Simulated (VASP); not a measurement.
# ScAl (Pm-3m) in VASP: notebook, part 3 of 3

VASP 6.6.1. The steps go on from the part before.

## (6) Vibrations by perturbation theory, LDA

INCAR

```
PREC = Accurate
ENCUT = 520
EDIFF = 1E-8
ISMEAR = -1
SIGMA = 0.15
LREAL = F
LASPH = T
NELM = 100
ALGO = Normal
ISIF = 2
LWAVE = F
LCHARG = T
GGA = CA
IBRION = 8
NSW = 1
```

KPOINTS

```
regular mesh
0
Gamma
  12 12 12
```

POSCAR

```
ScAl
1.0
    3.3103785509      0.0000000000      0.0000000000
    0.0000000000      3.3103785509      0.0000000000
    0.0000000000      0.0000000000      3.3103785509
Sc Al
1 1
Direct
    0.5000000000      0.5000000000      0.5000000000
    0.0000000000      0.0000000000      0.0000000000
```

Potentials or basis: VASP PAW LDA potentials, release 64 (Sc_sv, Al).

Command:

```console
$ cat potpaw_LDA.64/Sc_sv/POTCAR potpaw_LDA.64/Al/POTCAR > POTCAR
$ mpirun -np 1 vasp_std > vasp.out
```

OUTCAR:

```text
PREC = Accurate
   ENCUT = 520
   EDIFF = 1E-8
   ISMEAR = -1
   LREAL = F
   LASPH = T
   NELM = 100
   ISIF = 2
   GGA = CA
   IBRION = 8
   NSW = 1

 ion  position               nearest neighbor table
   1  0.500  0.500  0.500-   2 2.87   2 2.87   2 2.87   2 2.87   2 2.87   2 2.87   2 2.87   2 2.87

   2  0.000  0.000  0.000-   1 2.87   1 2.87   1 2.87   1 2.87   1 2.87   1 2.87   1 2.87   1 2.87

  LATTYP: Found a simple cubic cell.
 ALAT       =     3.3103785509

  Lattice vectors:

 A1 = (   3.3103785509,   0.0000000000,   0.0000000000)
 A2 = (   0.0000000000,   3.3103785509,   0.0000000000)
 A3 = (   0.0000000000,   0.0000000000,   3.3103785509)

Analysis of symmetry for initial positions (statically):
=====================================================================
 Subroutine PRICEL returns:
 Original cell was already a primitive cell.

 Routine SETGRP: Setting up the symmetry group for a
 simple cubic supercell.

 Subroutine GETGRP returns: Found 48 space group operations
 (whereof 48 operations were pure point group operations)
 out of a pool of 48 trial point group operations.

The static configuration has the point symmetry O_h .

Analysis of symmetry for dynamics (positions and initial velocities):
=====================================================================
 Subroutine PRICEL returns:
 Original cell was already a primitive cell.

 Routine SETGRP: Setting up the symmetry group for a
 simple cubic supercell.

 Subroutine GETGRP returns: Found 48 space group operations
[... 521 lines left out ...]
 -----------------------------------------------------------------------------------
    total drift:                                0.000000      0.000000      0.000000

  FREE ENERGIE OF THE ION-ELECTRON SYSTEM (eV)
  ---------------------------------------------------
  free  energy   TOTEN  =       -11.9216599160 eV

  energy  without entropy=      -11.8488626431  energy(sigma->0) =      -11.88526128

[... ionic steps 2 to 3 ...]

--------------------------------------- Ionic step        4  -------------------------------------------

------------------------ aborting loop because EDIFF is reached ----------------------------------------

[... ionic steps 5 to 6 ...]

--------------------------------------- Ionic step        7  -------------------------------------------

 Free energy of the ion-electron system (eV)
  ---------------------------------------------------
  ---------------------------------------------------
  free energy    TOTEN  =        -0.00622469 eV

  energy without entropy =       -0.00622470

------------------------ aborting loop because EDIFF is reached ----------------------------------------

 INTERNAL STRAIN TENSOR  FOR ION    2  DIRECTION 1   (eV/Angst):
 -----------------------------------------------------------------------------
    -0.01674  0.00000  0.00000
     0.00000  0.01000  0.00000
    -0.00000  0.00000  0.01000

 INTERNAL STRAIN TENSOR FOR ION    2 for displacements in x,y,z  (eV/Angst):
          X           Y           Z          XY          YZ          ZX
  --------------------------------------------------------------------------------
  x     0.00000     0.00000     0.00000     0.00000     0.00000     0.00000
  y     0.00000     0.00000     0.00000     0.00000     0.00000     0.00000
  z     0.00000     0.00000     0.00000     0.00000     0.00000     0.00000

 SECOND DERIVATIVES (NOT SYMMETRIZED)
 ------------------------------------
               1X          1Y          1Z          2X          2Y          2Z
  1X    -5.438977   -0.000000    0.000000    5.438977    0.000000   -0.000000
  1Y    -0.000000   -5.438977    0.000000    0.000000    5.438977   -0.000000
  1Z     0.000000   -0.000000   -5.438977    0.000000    0.000000    5.438977
  2X     5.435238   -0.000000    0.000000   -5.435238    0.000000   -0.000000
  2Y    -0.000000    5.435238    0.000000    0.000000   -5.435238   -0.000000
  2Z     0.000000    0.000000    5.435238   -0.000000   -0.000000   -5.435238

 Eigenvectors and eigenvalues of the dynamical matrix
 ----------------------------------------------------

   1 f  =    8.877064 THz    55.776235 2PiTHz  296.106967 cm-1    36.712568 meV
             X         Y         Z           dx          dy          dz
      1.655189  1.655189  1.655189     0.612557    0.000000    0.000000
      0.000000  0.000000  0.000000    -0.790427    0.000000    0.000000
[... 21 lines left out ...]
   6 f/i=    0.001478 THz     0.009286 2PiTHz    0.049299 cm-1     0.006112 meV
             X         Y         Z           dx          dy          dz
      1.655189  1.655189  1.655189     0.000000    0.000000   -0.790427
      0.000000  0.000000  0.000000     0.000000    0.000000   -0.612557

--------------------------------------------------------------------------------------------------------

 ELASTIC MODULI CONTR FROM IONIC RELAXATION (kBar)
 Direction    XX          YY          ZZ          XY          YZ          ZX
 --------------------------------------------------------------------------------
 XX           0.0000      0.0000      0.0000      0.0000      0.0000      0.0000
 YY           0.0000      0.0000      0.0000      0.0000      0.0000      0.0000
 ZZ           0.0000      0.0000      0.0000      0.0000      0.0000      0.0000
 XY           0.0000      0.0000      0.0000      0.0000      0.0000      0.0000
 YZ           0.0000      0.0000      0.0000      0.0000      0.0000      0.0000
 ZX           0.0000      0.0000      0.0000      0.0000      0.0000      0.0000
 --------------------------------------------------------------------------------
```

stdout:

```text
POSCAR found type information on POSCAR ScAl
 POSCAR found :  2 types and       2 ions
 scaLAPACK will be used
 LDA part: xc-table for (Slater(with rela. corr.)+CA(PZ))
 , standard interpolation
 POSCAR, INCAR and KPOINTS ok, starting setup
 FFT: planning ... GRIDC
 FFT: planning ... GRID_SOFT
 FFT: planning ... GRID
 WAVECAR not read
 entering main loop
 Linear response reoptimize wavefunctions to high precision
 Linear response DOF=           2
 Linear response progress:
 first order change of Fermi-energy   0.82388E-03
 force on displaced ion       1 direction 1 :  -5.439   0.000   0.000
 Linear response progress:
 first order change of Fermi-energy   0.76259E-04
 force on displaced ion       2 direction 1 :  -5.435   0.000  -0.000
 Linear response finished
```

Run time: 8.2 min. Hardware: 1 thread of Oxide Virtual Turin-like, shared host; peak memory 0.3 GiB.

Results:

* Highest phonon frequency at Γ: 296 cm⁻¹

Phonon frequencies in cm⁻¹ (negative: imaginary):
```csv
q point,frequencies
"(0.000, 0.000, 0.000)",0 0 0 296 296 296
```
